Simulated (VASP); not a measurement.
Write the native input for VASP 6.6.1 that does the following.

| Quantity | Value |
| --- | --- |
| Task | relaxation of cell and atoms |
| Functional | PBEsol |
| Potentials or basis | VASP PAW PBE potentials, release 64 (Zn, P, Cl) |
| Cutoff | 600 eV |
| k mesh | 6 × 6 × 6 |
| Occupations | gaussian, width 0.1 eV |
| Spin | no spin polarisation |
| Dipole correction | no |
| Further INCAR settings | ALGO = Normal; EDIFF = 1e-06; IBRION = 2; EDIFFG = -0.05; NSW = 100; ISIF = 3 |

The structure of Zn2PCl lies in POSCAR:

```
Zn2PCl
1.0
    1.7763031505      1.0255491021      5.8072206573
   -1.7763031505      1.0255491021      5.8072206573
    0.0000000000     -2.0510982042      5.8072206573
Zn P Cl
2 1 1
Direct
    0.2450000000      0.2450000000      0.2450000000
    0.7550000000      0.7550000000      0.7550000000
    0.5000000000      0.5000000000      0.5000000000
    0.0000000000      0.0000000000      0.0000000000
```

One way to write it, as run:

INCAR

```
SYSTEM = Zn2PCl
ALGO = Normal
EDIFF = 1E-6
EDIFFG = -0.05
ENCUT = 600
GGA = PS
IBRION = 2
ISIF = 3
ISMEAR = 0
LASPH = .TRUE.
LCHARG = .FALSE.
LREAL = .FALSE.
LWAVE = .FALSE.
NELM = 60
NSW = 100
PREC = Accurate
SIGMA = 0.1
```

KPOINTS

```
k-points
0
G
  6 6 6
  0 0 0
```

Potentials or basis: VASP PAW PBE potentials, release 64 (Zn, P, Cl).

Command:

```console
$ cat potpaw_PBE.64/Zn/POTCAR potpaw_PBE.64/P/POTCAR potpaw_PBE.64/Cl/POTCAR > POTCAR
$ mpirun -np 1 vasp_std > vasp.out
```

It gave:

* Relaxed volume: 17.69 Å³/atom
* Relaxed cell: a = 6.366 Å, b = 6.366 Å, c = 6.366 Å, α = 33.70°, β = 33.70°, γ = 33.70°
* Space group after relaxing (to 0.1 Å): R-3m (No. 166)
* Energy gained by relaxing: 114.9 meV/atom
* Ionic steps: 8
* Pressure after relaxing: -0.1 GPa
* Largest force after relaxing: 0.032 eV/Å
* Band gap on the k mesh: zero (bands 18 and 19 overlap by 1.35 eV)

Caveat: the PAW data sets were made with another functional, which shifts forces and pressure a little; the relaxation stopped at a loose force limit of 0.05 eV/Å, so its end isn't a converged minimum.

Run time: 18 min on 1 thread of Intel Xeon 8259CL, with other jobs on the host, peak memory 0.39 GiB.
